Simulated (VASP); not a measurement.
Input of a VASP 6.6.1 run:

INCAR

```
PREC = Accurate
ENCUT = 520
EDIFF = 1E-7
ISMEAR = -1
SIGMA = 0.05
LREAL = F
LASPH = T
NELM = 60
ALGO = Normal
ISIF = 2
LWAVE = F
LCHARG = F
LDIPOL = T
IDIPOL = 3
DIPOL = 0.5 0.5 0.500
GGA = PE
NBANDS = 24
```

The input KPOINTS:

```
regular mesh
0
Gamma
  16 11 1
```

POSCAR

```
Cu
1.0
    2.5664536728      0.0000000000      0.0000000000
    0.0000000000      3.6295135912      0.0000000000
    0.0000000000      0.0000000000     18.5665000000
Cu
3
Direct
    0.0000000000      0.0000000000      0.4344196467
    0.5000000000      0.5000000000      0.4999999951
    0.0000000000      0.0000000000      0.5655803582
```

Potentials or basis: VASP PAW PBE potentials, release 64 (Cu).

Command:

```sh
$ cat potpaw_PBE.64/Cu/POTCAR > POTCAR
$ mpirun -np 1 vasp_std > vasp.out
```

What does it give for the largest force?

0.025 eV/Å.

Estimate the band gap on the k mesh.

zero (an odd number of electrons rules out a gap without spin polarisation).

Forces in eV/Å, atoms in the order of the input:
```
Cu   0.000  0.000 -0.025
Cu   0.000  0.000  0.000
Cu   0.000  0.000  0.025
```
